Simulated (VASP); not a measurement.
Ti: single point with PBE

Crystal: Ti.

```
CELL_PARAMETERS angstrom
0.00000 2.03000 2.03000
2.03000 0.00000 2.03000
2.03000 2.03000 0.00000
ATOMIC_POSITIONS crystal
Ti 0.00000 0.00000 0.00000
```

This isn't the form of Ti at room conditions, which is hcp.

```yaml
Program: VASP 6.6.1
Task: single point
Functional: PBE
Potentials_or_basis: VASP PAW PBE potentials, release 64 (Ti_sv)
Cutoff: 520 eV
k_mesh: 11 × 11 × 11
Occupations: gaussian, width 0.027 eV
Spin: no spin polarisation
```

```yaml
Pressure: 3.5 GPa
Band_gap_on_the_k_mesh: zero (bands 6 and 7 overlap by 1.19 eV)
```

Levels at points of the mesh, in eV from the Fermi level:
```csv
k point,band 2,band 3,band 4,band 5,band 6,band 7,band 8,band 9,band 10,band 11
"(0.00, 0.00, 0.00)",-32.43,-32.43,-32.43,-6.18,0.92,0.92,0.92,2.64,2.64,15.46
```

Wall time 18 s on 1 thread of Intel Xeon 8259CL (shared host), peak memory 0.14 GiB.

Caveat: the cell stands under pressure.
